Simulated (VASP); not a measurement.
# Co (P6_3/mmc) in VASP: single point with LDA

Aim: the single point of Co with LDA.

Program: VASP 6.6.1. These are calculated values, not measurements. Logs are shortened: lines on timing, memory, paths and dates and some standing lists are left out, and cuts for length are marked.

## 1. The cell of the first run

Symmetry: P6_3/mmc, No. 194, hexagonal system. Conventional cell: a = 2.430 Å, b = 2.430 Å, c = 3.919 Å, α = 90.00°, β = 90.00°, γ = 120.00°. Within 3.2 Å of Co (site symmetry -6m2) lie 12 Co at 2.41 to 2.43 Å.

## 2. Single point, LDA, collinear spin, ferromagnetic start

File INCAR:

```
ALGO = Normal
EDIFF = 1E-6
ENCUT = 520
GGA = CA
ISIF = 2
ISMEAR = 0
ISPIN = 2
LASPH = T
LCHARG = T
LELF = T
LMAXMIX = 4
LORBIT = 11
LREAL = F
LVHAR = T
LWAVE = F
MAGMOM = 1.84 1.84
NBANDS = 20
NELM = 150
PREC = Accurate
SIGMA = 0.1
```

File KPOINTS:

```
k-points
0
Gamma
  18 18 10
```

File POSCAR:

```
Co
1.0
    2.4297888744      0.0000000000      0.0000000000
   -1.2148944372      2.1042588911      0.0000000000
    0.0000000000      0.0000000000      3.9194317328
Co
2
Direct
    0.3333333333      0.6666666667      0.2500000000
    0.6666666667      0.3333333333      0.7500000000
```

Potentials or basis: VASP PAW LDA potentials, release 64 (Co).

Run with:

```console
$ cat potpaw_LDA.64/Co/POTCAR > POTCAR
$ mpirun -np 1 vasp_std > vasp.out
```

OUTCAR:

```text
EDIFF = 1E-6
   ENCUT = 520
   GGA = CA
   ISIF = 2
   ISMEAR = 0
   ISPIN = 2
   LASPH = T
   LORBIT = 11
   LREAL = F
   NELM = 150
   PREC = Accurate

 ion  position               nearest neighbor table
   1  0.333  0.667  0.250-   2 2.41   2 2.41   2 2.41   2 2.41   2 2.41   2 2.41
   2  0.667  0.333  0.750-   1 2.41   1 2.41   1 2.41   1 2.41   1 2.41   1 2.41

  LATTYP: Found a hexagonal cell.
 ALAT       =     2.4297888744
 C/A-ratio  =     1.6130750182

  Lattice vectors:

 A1 = (   2.4297888744,   0.0000000000,   0.0000000000)
 A2 = (  -1.2148944372,   2.1042588911,   0.0000000000)
 A3 = (   0.0000000000,   0.0000000000,   3.9194317328)

Analysis of symmetry for initial positions (statically):
=====================================================================
 Subroutine PRICEL returns:
 Original cell was already a primitive cell.

 Routine SETGRP: Setting up the symmetry group for a
 hexagonal supercell.

 Subroutine GETGRP returns: Found 24 space group operations
 (whereof 12 operations were pure point group operations)
 out of a pool of 24 trial point group operations.

The static configuration has the point symmetry D_3d.
 The point group associated with its full space group is D_6h.

Analysis of symmetry for dynamics (positions and initial velocities):
=====================================================================
 Subroutine PRICEL returns:
 Original cell was already a primitive cell.

 Routine SETGRP: Setting up the symmetry group for a
 hexagonal supercell.

 Subroutine GETGRP returns: Found 24 space group operations
 (whereof 12 operations were pure point group operations)
 out of a pool of 24 trial point group operations.

The dynamic configuration has the point symmetry D_3d.
 The point group associated with its full space group is D_6h.

Analysis of structural, dynamic, and magnetic symmetry:
=====================================================================
 Subroutine PRICEL returns:
 Original cell was already a primitive cell.

 Routine SETGRP: Setting up the symmetry group for a
 hexagonal supercell.

 Subroutine GETGRP returns: Found 24 space group operations
 (whereof 12 operations were pure point group operations)
 out of a pool of 24 trial point group operations.

The overall configuration has the point symmetry D_3d.
 The point group associated with its full space group is D_6h.

 Subroutine INISYM returns: Found 24 space group operations
 (whereof 12 operations are pure point group operations),
 and found     1 'primitive' translations

----------------------------------------------------------------------------------------

                                     Primitive cell

  volume of cell :      20.0397

  direct lattice vectors                    reciprocal lattice vectors
     2.429788874  0.000000000  0.000000000     0.411558391  0.237613348  0.000000000
    -1.214894437  2.104258891  0.000000000     0.000000000  0.475226696  0.000000000
     0.000000000  0.000000000  3.919431733     0.000000000  0.000000000  0.255139027

  length of vectors
     2.429788874  2.429788874  3.919431733     0.475226696  0.475226696  0.255139027

  position of ions in fractional coordinates (direct lattice)
     0.333333333  0.666666667  0.250000000
     0.666666667  0.333333333  0.750000000

  ion indices of the primitive-cell ions
   primitive index   ion index
                 1           1
                 2           2

----------------------------------------------------------------------------------------

 KPOINTS: k-points

Automatic generation of k-mesh.
 Grid dimensions read from file:
 generate k-points for:   18   18   10

 Generating k-lattice:

  Cartesian coordinates                     Fractional coordinates (reciprocal lattice)
     0.022864355  0.013200742  0.000000000     0.055555556  0.000000000  0.000000000
     0.000000000  0.026401483  0.000000000     0.000000000  0.055555556  0.000000000
     0.000000000  0.000000000  0.025513903     0.000000000  0.000000000  0.100000000

  Length of vectors
     0.026401483  0.026401483  0.025513903

  Shift w.r.t. Gamma in fractional coordinates (k-lattice)
     0.000000000  0.000000000  0.000000000

 Subroutine IBZKPT returns following result:
 ===========================================

 Found    222 irreducible k-points:

 Following reciprocal coordinates:
            Coordinates               Weight
  0.000000  0.000000  0.000000      1.000000
  0.055556 -0.000000  0.000000      6.000000
  0.111111 -0.000000  0.000000      6.000000
  0.166667 -0.000000  0.000000      6.000000
  0.222222  0.000000  0.000000      6.000000
  0.277778 -0.000000  0.000000      6.000000
[... 16 lines left out ...]
  0.333333  0.111111  0.000000     12.000000
  0.388889  0.111111  0.000000     12.000000
 [... further k-points ...]
   k-points           NKPTS =    222   k-points in BZ     NKDIM =    222   number of bands    NBANDS=     20
   number of dos      NEDOS =    301   number of ions     NIONS =      2
   total plane-waves  NPLWV =   9720
   dimension x,y,z NGX =    18 NGY =   18 NGZ =   30
   dimension x,y,z NGXF=    36 NGYF=   36 NGZF=   60
   ions per type =               2
   NGX,Y,Z   is equivalent  to a cutoff of  12.32, 12.32, 12.72 a.u.
   NGXF,Y,Z  is equivalent  to a cutoff of  24.63, 24.63, 25.45 a.u.
 SYSTEM =  unknown system
   PREC   = accura    normal or accurate (medium, high low for compatibility)
   ISTART =      0    job   : 0-new  1-cont  2-samecut
   ICHARG =      2    charge: 1-file 2-atom 10-const
   ISPIN  =      2    spin polarized calculation?
   LNONCOLLINEAR =      F non collinear calculations
   LSORBIT =      F    spin-orbit coupling
   LASPH  =      T    aspherical Exc in radial PAW
   ENCUT  =  520.0 eV  38.22 Ry    6.18 a.u.   4.52  4.52  7.29*2*pi/ulx,y,z
   NELM   =    150;   NELMIN=  2; NELMDL= -5     # of ELM steps
   EDIFF  = 0.1E-05   stopping-criterion for ELM
   LREAL  =      F    real-space projection
   EDIFFG = 0.1E-04   stopping-criterion for IOM
   NSW    =      0    number of steps for IOM
   IBRION =     -1    ionic relax: 0-MD 1-quasi-New 2-CG
   NFREE  =      0    steps in history (QN), initial steepest desc. (CG)
   ISIF   =      2    stress and relaxation
   ISYM   =      2    0-nonsym 1-usesym 2-fastsym
   POTIM  = 0.5000    time-step for ionic-motion
   TEBEG  =    0.0;   TEEND  =   0.0 temperature during run
   PSTRESS=    0.0 pullay stress
   NELECT =      18.0000    total number of electrons
   NUPDOWN=      -1.0000    fix difference up-down
   EMIN   =  10.00;   EMAX   =-10.00  energy-range for DOS
   EFERMI =   0.00;   METHOD = LEGACY
   ISMEAR =     0;   SIGMA  =   0.10  broadening in eV -4-tet -1-fermi 0-gaus
   EFERMI_NEDOS =   21; number of points for ismear=-14 and -15
   IALGO  =     38    algorithm
   IMIX   =      4    mixing-type and parameters
     AMIX     =   0.40;   BMIX     =  1.00
     AMIX_MAG =   1.60;   BMIX_MAG =  1.00
  volume/ion in A,a.u.               =      10.02        67.62
  Fermi-wavevector in a.u.,A,eV,Ry     =   1.579557  2.984931 33.946555  2.495001
  Thomas-Fermi vector in A             =   2.679919
   LORBIT       =     11    0 simple, 1 ext, 2 COOP (PROOUT), +10 PAW based schemes
   GGA     = CA    functional components
   LHFCALC =     F    Hartree Fock is set to
   AEXX    =    0.0000 exact exchange contribution
   IVDW    =     0    specifies the selected vdW correction
   LEPSILON=     F    determine dielectric tensor
   LRPA    =     F    only Hartree local field effects (RPA)
 spin polarized calculation
 Gauss-broadening in eV      SIGMA  =   0.10
  energy-cutoff  :      520.00
  volume of cell :       20.04
 maximum number of plane-waves:       561
   NGX =  9   NGY =  9   NGZ = 15

 number of electron      17.9999990 magnetization       3.0000194

 Free energy of the ion-electron system (eV)
  ---------------------------------------------------
  ext. energy  EPLUGINS =         0.00000000
  ---------------------------------------------------
  free energy    TOTEN  =       -16.25434275 eV

  energy without entropy =      -16.24452488  energy(sigma->0) =      -16.24943382

 E-fermi :  11.0575     XC(G=0): -14.2107

 val. band max:       11.0565834529   @ k =   0.1667  -0.0000   0.2000
 cond. band min:      11.0587440936   @ k =   0.3889   0.1667   0.5000
 fundamental gap:      0.0021606407
 Fermi energy:        11.0575419122

 spin component 1

 k-point     1 :       0.0000    0.0000    0.0000
  band No.  band energies     occupation
      1       1.7123      1.00000
      2       5.6439      1.00000
      3       8.5159      1.00000
      4       8.5295      1.00000
      5       8.5295      1.00000
      6       8.8960      1.00000
[... 12 lines left out ...]
     19      38.3242      0.00000
     20      38.3242      0.00000

 k-point     2 :       0.0556   -0.0000    0.0000
  band No.  band energies     occupation
      1       1.8276      1.00000
      2       5.7164      1.00000
      3       8.3544      1.00000
      4       8.5874      1.00000
      5       8.6733      1.00000
      6       8.8667      1.00000
[... 12 lines left out ...]
     19      39.7800      0.00000
     20      40.2806      0.00000

 k-point     3 :       0.1111   -0.0000    0.0000
  band No.  band energies     occupation
      1       2.1678      1.00000
      2       5.9185      1.00000
      3       8.1531      1.00000
      4       8.7486      1.00000
      5       8.7568      1.00000
      6       8.8763      1.00000
[... 12 lines left out ...]
     19      38.4145      0.00000
     20      41.7710      0.00000

 k-point     4 :       0.1667   -0.0000    0.0000
  band No.  band energies     occupation
      1       2.7145      1.00000
      2       6.1975      1.00000
      3       7.9375      1.00000
      4       8.2691      1.00000
      5       8.6425      1.00000
      6       9.0089      1.00000
[... 429 lines left out ...]
 k-point    23 :       0.3333    0.1111    0.0000
  band No.  band energies     occupation
      1       5.8830      1.00000
      2       6.4562      1.00000
      3       6.6156      1.00000
      4       7.8022      1.00000
      5       8.2981      1.00000
      6       8.7267      1.00000
[... 12 lines left out ...]
     19      35.3257      0.00000
     20      37.6157      0.00000

 k-point    24 :       0.3889    0.1111    0.0000
  band No.  band energies     occupation
      1       6.1646      1.00000
      2       6.3433      1.00000
      3       6.4754      1.00000
      4       8.0717      1.00000
      5       8.2782      1.00000
      6       8.6120      1.00000
[... 12 lines left out ...]
     19      34.9261      0.00000
     20      37.4263      0.00000

 [... further k-points ...]

 spin component 2

 k-point     1 :       0.0000    0.0000    0.0000
  band No.  band energies     occupation
      1       1.9003      1.00000
      2       6.5162      1.00000
      3       9.9013      1.00000
      4       9.9050      1.00000
      5       9.9050      1.00000
      6      10.3170      1.00000
[... 12 lines left out ...]
     19      38.7580      0.00000
     20      38.7580      0.00000

 k-point     2 :       0.0556   -0.0000    0.0000
  band No.  band energies     occupation
      1       2.0161      1.00000
      2       6.5955      1.00000
      3       9.7120      1.00000
      4       9.9671      1.00000
      5      10.0702      1.00000
      6      10.2816      1.00000
[... 12 lines left out ...]
     19      40.2088      0.00000
     20      40.6572      0.00000

 k-point     3 :       0.1111   -0.0000    0.0000
  band No.  band energies     occupation
      1       2.3583      1.00000
      2       6.8187      1.00000
      3       9.4782      1.00000
      4       9.9181      1.00000
      5      10.1444      1.00000
      6      10.1492      1.00000
[... 12 lines left out ...]
     19      38.5982      0.00000
     20      42.2236      0.00000

 k-point     4 :       0.1667   -0.0000    0.0000
  band No.  band energies     occupation
      1       2.9106      1.00000
      2       7.1351      1.00000
      3       9.2177      1.00000
      4       9.2654      1.00000
      5      10.0108      1.00000
      6      10.4377      1.00000
[... 429 lines left out ...]
 k-point    23 :       0.3333    0.1111    0.0000
  band No.  band energies     occupation
      1       6.4281      1.00000
      2       7.5413      1.00000
      3       7.6675      1.00000
      4       8.7118      1.00000
      5       9.6316      1.00000
      6      10.0298      1.00000
[... 12 lines left out ...]
     19      35.7313      0.00000
     20      38.0797      0.00000

 k-point    24 :       0.3889    0.1111    0.0000
  band No.  band energies     occupation
      1       6.9317      1.00000
      2       7.3892      1.00000
      3       7.5364      1.00000
      4       8.8579      1.00000
      5       9.6174      1.00000
      6       9.8896      1.00000
[... 12 lines left out ...]
     19      35.3232      0.00000
     20      37.8994      0.00000

 [... further k-points ...]
[... 5 lines left out ...]
  --------------------------------------------------------------------------------------
  -------------------------------------------------------------------------------------
  Total       -0.1431298     -0.1431298     -0.1802378     -0.0000000      0.0000000      0.0000000
  in kB      -11.4432597    -11.4432597    -14.4100555     -0.0000000      0.0000000      0.0000000
  external PRESSURE =     -12.4321916 kB  Pullay stress =       0.0000000 kB

 VOLUME and BASIS-vectors are now :
 -----------------------------------------------------------------------------
  energy-cutoff  :      520.00
  volume of cell :       20.04
      direct lattice vectors                 reciprocal lattice vectors
     2.429788874  0.000000000  0.000000000     0.411558391  0.237613348  0.000000000
    -1.214894437  2.104258891  0.000000000     0.000000000  0.475226696  0.000000000
     0.000000000  0.000000000  3.919431733     0.000000000  0.000000000  0.255139027

 POSITION                                       TOTAL-FORCE (eV/Angst)
 -----------------------------------------------------------------------------------
     -0.00000      1.40284      0.97986        -0.000000      0.000000      0.000000
      1.21489      0.70142      2.93957         0.000000      0.000000      0.000000
 -----------------------------------------------------------------------------------
    total drift:                                0.000000     -0.000000     -0.000000

  FREE ENERGIE OF THE ION-ELECTRON SYSTEM (eV)
  ---------------------------------------------------
  free  energy   TOTEN  =       -16.2543427499 eV

  energy  without entropy=      -16.2445248813  energy(sigma->0) =      -16.24943382

 total charge

# of ion       s       p       d       tot
------------------------------------------
    1        0.523   0.588   7.337   8.448
    2        0.523   0.588   7.337   8.448
--------------------------------------------------
tot          1.046   1.177  14.674  16.897

 magnetization (x)

# of ion       s       p       d       tot
------------------------------------------
    1       -0.013  -0.039   1.545   1.493
    2       -0.013  -0.039   1.545   1.493
--------------------------------------------------
tot         -0.026  -0.078   3.091   2.987
```

Run time: 2.2 min. Hardware: 1 thread of Intel Xeon Platinum 8259CL at 2.50GHz (Skylake/Cascade Lake), shared host; peak memory 0.22 GiB.

Results:

```yaml
Free_energy: -16.2543 eV
Pressure: -1.2 GPa
Net_moment: 3.00 μB per cell
Site_moments: Co +1.49 μB
Valence_electrons_inside_the_program's_atomic_spheres: Co 8.45
```

Stress tensor (GPa, compression positive):
```
-1.14  0.00  0.00
 0.00 -1.14  0.00
 0.00  0.00 -1.44
```

Levels at points of the mesh, in eV from the Fermi level:
Spin up:
| k point | band 6 | band 7 | band 8 | band 9 | band 10 | band 11 | band 12 | band 13 | band 14 | band 15 |
| --- | --- | --- | --- | --- | --- | --- | --- | --- | --- | --- |
| (0.00, 0.00, 0.00) | -2.16 | -2.16 | -1.76 | -1.76 | -0.49 | -0.49 | -0.05 | 7.25 | 22.65 | 25.92 |
| (0.50, 0.00, 0.00) | -2.44 | -2.06 | -0.35 | -0.22 | -0.17 | 1.68 | 3.85 | 10.41 | 11.14 | 13.65 |
| (0.00, 0.00, 0.50) | -2.61 | -2.61 | -2.61 | -0.84 | -0.84 | -0.84 | -0.84 | 16.08 | 16.08 | 23.41 |
| (0.50, 0.00, 0.50) | -1.61 | -0.82 | -0.82 | -0.24 | -0.24 | 1.81 | 1.81 | 8.12 | 8.12 | 19.38 |
Spin down:
| k point | band 5 | band 6 | band 7 | band 8 | band 9 | band 10 |
| --- | --- | --- | --- | --- | --- | --- |
| (0.00, 0.00, 0.00) | -1.15 | -0.74 | -0.74 | -0.29 | -0.29 | 0.13 |
| (0.50, 0.00, 0.00) | -1.34 | -1.18 | -0.73 | 1.23 | 1.39 | 1.42 |
| (0.00, 0.00, 0.50) | -1.23 | -1.23 | -1.23 | -1.23 | 0.71 | 0.71 |
| (0.50, 0.00, 0.50) | -0.16 | -0.16 | 0.33 | 0.33 | 1.35 | 1.35 |
